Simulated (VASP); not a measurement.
# Ru (P6_3/mmc) in VASP: a series of runs, part 2 of 2

VASP 6.6.1. Earlier steps stand in the parts before.

## (3) Single point, PBE

Input file INCAR:

```
SYSTEM = Ru
PREC     = Accurate       ! precision mode
ENCUT    = 520            ! plane-wave cutoff, eV
EDIFF    = 1E-6           ! SCF threshold, eV
ISMEAR   = -1             ! smearing method
SIGMA    = 0.1            ! smearing width, eV
LREAL    = .False.        ! projectors in reciprocal space
LASPH    = .True.         ! aspherical terms in the spheres
NELM     = 100            ! most SCF steps
ALGO     = Normal         ! electronic algorithm
ISIF     = 2              ! what is computed and relaxed
LWAVE    = .False.        ! write WAVECAR
LCHARG   = .False.        ! write CHGCAR
GGA      = PE             ! functional
NBANDS   = 21             ! bands
```

Input file KPOINTS:

```
Automatic mesh
0
Gamma
  17 17 9
  0 0 0
```

Input file POSCAR:

```
Ru
1.0
    2.6145060651      0.0000000000      0.0000000000
   -1.3072530326      2.2642286707      0.0000000000
    0.0000000000      0.0000000000      4.1413254051
Ru
2
Direct
    0.3333333333      0.6666666667      0.2500000000
    0.6666666667      0.3333333333      0.7500000000
```

Potentials or basis: VASP PAW PBE potentials, release 64 (Ru_pv).

Launch:

```sh
> cat potpaw_PBE.64/Ru_pv/POTCAR > POTCAR
> mpirun -np 1 vasp_std > vasp.out
```

OUTCAR:

```text
SYSTEM = Ru
   PREC = Accurate
   ENCUT = 520
   EDIFF = 1E-6
   ISMEAR = -1
   LREAL = .False.
   LASPH = .True.
   NELM = 100
   ISIF = 2
   GGA = PE

 ion  position               nearest neighbor table
   1  0.333  0.667  0.250-   2 2.56   2 2.56   2 2.56   2 2.56   2 2.56   2 2.56
   2  0.667  0.333  0.750-   1 2.56   1 2.56   1 2.56   1 2.56   1 2.56   1 2.56

  LATTYP: Found a hexagonal cell.
 ALAT       =     2.6145060651
 C/A-ratio  =     1.5839800337

  Lattice vectors:
[... 190 lines left out ...]
      1     -29.2941      2.00000
      2     -27.9958      2.00000
      3     -27.9958      2.00000
      4     -27.7647      2.00000
      5     -27.7647      2.00000
      6     -27.7055      2.00000
[... 565 lines left out ...]
     20      25.1049      0.00000
     21      25.9693      0.00000

 [... further k-points ...]
[... 5 lines left out ...]
  --------------------------------------------------------------------------------------
  -------------------------------------------------------------------------------------
  Total        7.3709212      7.3709212      7.3837845     -0.0000000     -0.0000000      0.0000000
  in kB      481.7071092    481.7071092    482.5477561     -0.0000000     -0.0000000      0.0000000
  external PRESSURE =     481.9873248 kB  Pullay stress =       0.0000000 kB

 VOLUME and BASIS-vectors are now :
 -----------------------------------------------------------------------------
  energy-cutoff  :      520.00
  volume of cell :       24.52
      direct lattice vectors                 reciprocal lattice vectors
     2.614506065  0.000000000  0.000000000     0.382481423  0.220825752  0.000000000
    -1.307253033  2.264228671  0.000000000     0.000000000  0.441651505  0.000000000
     0.000000000  0.000000000  4.141325405     0.000000000  0.000000000  0.241468588

 POSITION                                       TOTAL-FORCE (eV/Angst)
 -----------------------------------------------------------------------------------
     -0.00000      1.50949      1.03533        -0.000000     -0.000000      0.000000
      1.30725      0.75474      3.10599         0.000000      0.000000      0.000000
 -----------------------------------------------------------------------------------
    total drift:                               -0.000000      0.000000     -0.000000

  FREE ENERGIE OF THE ION-ELECTRON SYSTEM (eV)
  ---------------------------------------------------
  free  energy   TOTEN  =       -18.0855464177 eV

  energy  without entropy=      -18.0359564396  energy(sigma->0) =      -18.06075143
```

OSZICAR:

```text
N       E                     dE             d eps       ncg     rms          rms(c)
DAV:   1     0.291715647970E+03    0.29172E+03   -0.17500E+04  6946   0.151E+03
DAV:   2    -0.133667954289E+02   -0.30508E+03   -0.29574E+03  7110   0.454E+02
DAV:   3    -0.192589487209E+02   -0.58922E+01   -0.58653E+01  8235   0.709E+01
DAV:   4    -0.193003488270E+02   -0.41400E-01   -0.41315E-01  8414   0.579E+00
DAV:   5    -0.193008529562E+02   -0.50413E-03   -0.50111E-03  7817   0.588E-01    0.228E+01
DAV:   6    -0.182004981776E+02    0.11004E+01   -0.22657E+00  7950   0.149E+01    0.769E+00
DAV:   7    -0.180947364805E+02    0.10576E+00   -0.45019E-01  7790   0.553E+00    0.136E+00
DAV:   8    -0.180854893365E+02    0.92471E-02   -0.19472E-02  7555   0.149E+00    0.129E-01
DAV:   9    -0.180855397301E+02   -0.50394E-04   -0.15949E-04  7975   0.131E-01    0.387E-02
DAV:  10    -0.180855466220E+02   -0.68919E-05   -0.22273E-05  7860   0.461E-02    0.949E-03
DAV:  11    -0.180855464177E+02    0.20429E-06   -0.46566E-06  7675   0.218E-02
   1 F= -.18085546E+02 E0= -.18060751E+02  d E =-.495900E-01
```

It took 61 s on 1 thread of Intel Xeon Platinum 8259CL at 2.50GHz (Skylake/Cascade Lake), shared host; peak memory 0.18 GiB.

Results:

| Property | Result |
| --- | --- |
| Free energy | -18.0855 eV |
| Pressure | 48.2 GPa |
| Band gap on the k mesh | zero (band 14 reaches 16.65 eV, above the bottom of band 15 at 12.92 eV) |

Levels at points of the mesh, in eV from the Fermi level:
```csv
k point,band 11,band 12,band 13,band 14,band 15,band 16,band 17,band 18
"(0.00, 0.00, 0.00)",-2.85,-2.25,-2.25,-1.63,-1.63,1.35,1.35,1.42
```

## (4) Relaxation of cell and atoms, PBE, target pressure 48 GPa, at which the enthalpy is minimised

Input file INCAR:

```
ALGO = Normal ; EDIFF = 1E-6
EDIFFG = -0.005 ; ENCUT = 600
GGA = PE ; IBRION = 2
ISIF = 3 ; ISMEAR = -1
LASPH = True ; LCHARG = False
LREAL = False ; LWAVE = False
NELM = 80 ; NSW = 32
PREC = Accurate ; PSTRESS = 480.0
SIGMA = 0.1
```

Input file KPOINTS:

```
k-points
0
Gamma
  17 17 9
```

Input file POSCAR:

```
Ru
1.0
    2.6146565245      0.0000000000      0.0000000000
   -1.3073282623      2.2643589724      0.0000000000
    0.0000000000      0.0000000000      4.1416250440
Ru
2
Direct
    0.3333333333      0.6666666667      0.2500000000
    0.6666666667      0.3333333333      0.7500000000
```

Launch:

```sh
> cat potpaw_PBE.64/Ru_pv/POTCAR > POTCAR
> mpirun -np 1 vasp_std > vasp.out
```

It took 2 min on 1 thread of Intel Xeon 6975P-C, shared host; peak memory 0.21 GiB.

Results (log left out):

```yaml
Free_energy: -18.0884 eV
Relaxed_volume: 12.26 Å³/atom
Relaxed_cell: a = 2.615 Å, b = 2.615 Å, c = 4.142 Å, α = 90.00°, β = 90.00°, γ = 120.00°
Space_group_after_relaxing_to_0.05_Å: P6_3/mmc (No. 194)
Energy_change_on_relaxing_the_enthalpy_is_what_falls: -0.8 meV/atom
Ionic_steps: 4
Pressure_after_relaxing: 48.0 GPa
Band_gap_on_the_k_mesh: zero (band 14 reaches 16.64 eV, above the bottom of band 15 at 12.91 eV)
```

The path:
```
step  energy change (eV)  largest force (eV/Å)  pressure (GPa)  volume (Å³)
   1              0.0000                0.0000           48.09        24.52
   2             -0.0070                0.0000           47.65        24.54
   3             -0.0010                0.0000           48.03        24.52
   4             -0.0016                0.0000           47.97        24.53
```

Final structure:
```yaml
crystal:
  lattice:
    - [2.61478, 0.00000, 0.00000]
    - [-1.30739, 2.26447, 0.00000]
    - [0.00000, 0.00000, 4.14213]
  atoms:
    - { symbol: Ru, position: [0.33333, 0.66667, 0.25000] }
    - { symbol: Ru, position: [0.66667, 0.33333, 0.75000] }
```

Levels at points of the mesh, in eV from the Fermi level:
```
           k point  band 12  band 13  band 14  band 15  band 16  band 17
(0.00, 0.00, 0.00)    -2.25    -2.25    -1.63    -1.63     1.35     1.35
```

Caveat: the cell is relaxed towards a set pressure, so the enthalpy falls and the energy may rise.

## (5) Relaxation of cell and atoms, PBE, target pressure 48 GPa, at which the enthalpy is minimised

This run uses another cell than the first one, of 12.29 Å³/atom, 1.003 times its volume.

Input file INCAR:

```
SYSTEM = Ru
PREC     = Accurate       ! precision mode
ENCUT    = 600            ! plane-wave cutoff, eV
EDIFF    = 1E-7           ! SCF threshold, eV
ISMEAR   = -1             ! smearing method
SIGMA    = 0.1            ! smearing width, eV
LREAL    = .FALSE.        ! projectors in reciprocal space
LASPH    = .TRUE.         ! aspherical terms in the spheres
NELM     = 100            ! most SCF steps
ALGO     = Normal         ! electronic algorithm
ISIF     = 3              ! what is computed and relaxed
LWAVE    = .FALSE.        ! write WAVECAR
LCHARG   = .FALSE.        ! write CHGCAR
GGA      = PE             ! functional
IBRION   = 2              ! ionic algorithm
NSW      = 60             ! ionic steps
EDIFFG   = -0.005         ! ionic threshold
PSTRESS  = 480.0
```

Input file KPOINTS:

```
regular mesh
0
G
  17 17 9
  0 0 0
```

Input file POSCAR:

```
Ru
1.0
    2.5974801051      0.0000000000      0.0000000000
   -1.2987400526      2.2494837568      0.0000000000
    0.0000000000      0.0000000000      4.2079177702
Ru
2
Direct
    0.3333333333      0.6666666667      0.2500000000
    0.6666666667      0.3333333333      0.7500000000
```

Launch:

```sh
> cat potpaw_PBE.64/Ru_pv/POTCAR > POTCAR
> mpirun -np 1 vasp_std > vasp.out
```

It took 2 min on 1 thread of Intel Xeon 6975P-C (Granite Rapids), shared host; peak memory 0.22 GiB.

It converged, with:

* Free energy: -18.0882 eV
* Relaxed volume: 12.26 Å³/atom
* Relaxed cell: a = 2.615 Å, b = 2.615 Å, c = 4.143 Å, α = 90.00°, β = 90.00°, γ = 120.00°
* Space group after relaxing (to 0.05 Å): P6_3/mmc (No. 194)
* Energy change on relaxing (the enthalpy is what falls): +0.6 meV/atom
* Ionic steps: 6
* Pressure after relaxing: 48.0 GPa
* Band gap on the k mesh: zero (band 14 reaches 16.64 eV, above the bottom of band 15 at 12.91 eV)

Step by step:
```
step  energy change (eV)  largest force (eV/Å)  pressure (GPa)  volume (Å³)
   1              0.0000                0.0000           46.56        24.59
   2              0.1562                0.0000           57.05        24.17
   3              0.0273                0.0000           49.82        24.44
   4              0.0285                0.0000           49.91        24.44
   5             -0.0922                0.0000           41.00        24.86
   6              0.0011                0.0000           47.98        24.53
```

Final structure:
```
Ru
1.0
     2.61462    0.00000    0.00000
    -1.30731    2.26433    0.00000
     0.00000    0.00000    4.14251
Ru
2
Direct
  0.33333 0.66667 0.25000
  0.66667 0.33333 0.75000
```

Levels at points of the mesh, in eV from the Fermi level:
| k point | band 12 | band 13 | band 14 | band 15 | band 16 | band 17 |
| --- | --- | --- | --- | --- | --- | --- |
| (0.00, 0.00, 0.00) | -2.25 | -2.25 | -1.63 | -1.63 | 1.35 | 1.35 |

Caveat: the cell is relaxed towards a set pressure, so the enthalpy falls and the energy may rise.

## (6) Overview

```tsv
task	cell	cutoff (eV)	gap on the mesh (eV)	pressure (GPa)
single point	a = 2.615, b = 2.615, c = 4.142 Å, angles 90.0, 90.0, 120.0°, 2 atoms	520	none	48.1
single point	a = 2.615, b = 2.615, c = 4.141 Å, angles 90.0, 90.0, 120.0°, 2 atoms	520	none	48.2
relaxation of cell and atoms	relaxed to 48 GPa from a = 2.615, b = 2.615, c = 4.142 Å, angles 90.0, 90.0, 120.0°, 2 atoms	600	none	48.0
relaxation of cell and atoms	relaxed to 48 GPa from a = 2.597, b = 2.597, c = 4.208 Å, angles 90.0, 90.0, 120.0°, 2 atoms	600	none	48.0
```

Alike in all rows: level PBE; potentials or basis VASP PAW PBE potentials, release 64 (Ru_pv); no spin polarisation; k mesh 17 × 17 × 9; smearing fermi-dirac 0.1 eV.

Caveats: the cell is relaxed towards a set pressure, so the enthalpy falls and the energy may rise (some runs).

Total energies depend on the potentials used, so only differences within one code and one set of settings carry meaning.
